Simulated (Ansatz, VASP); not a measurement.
Al2Cu: VASP beside Ansatz

```
Al Cu
1.0
     4.14404    0.00000    0.00000
     0.00000    4.14404    0.00000
     0.00000    0.00000    2.77477
Al Cu
2 1
Direct
  0.50000 0.00000 0.50000
  0.00000 0.50000 0.50000
  0.00000 0.00000 0.00000
```

Alike in both runs: task single point; functional r2SCAN; k mesh 14 × 14 × 18; occupations gaussian, width 0.15 eV; no spin polarisation.

|  | VASP | Ansatz |
| --- | --- | --- |
| version | VASP 6.6.1 | Ansatz 0.2.0 |
| potentials or method | VASP PAW PBE potentials, release 64 (Al, Cu), cutoff 520 eV | scalar-relativistic, plane waves, PAW |
| valence electrons in the cell | 17 | 25 |

```csv
,VASP,Ansatz,Ansatz less VASP
gap on the k mesh at the Fermi level (eV),none,none,-
pressure (GPa),0.1,0.3,+0.19
"traceless stress, the component that is largest in VASP (GPa)",2.42,2.49,+0.068
```

VASP's potentials were made for PBE, not for r2SCAN. A gap of «none» marks a metal or a gap that the smearing closes. VASP's potentials hold 17 valence electrons a cell and Ansatz's 25, so a difference there can come from the potentials and not from the codes.
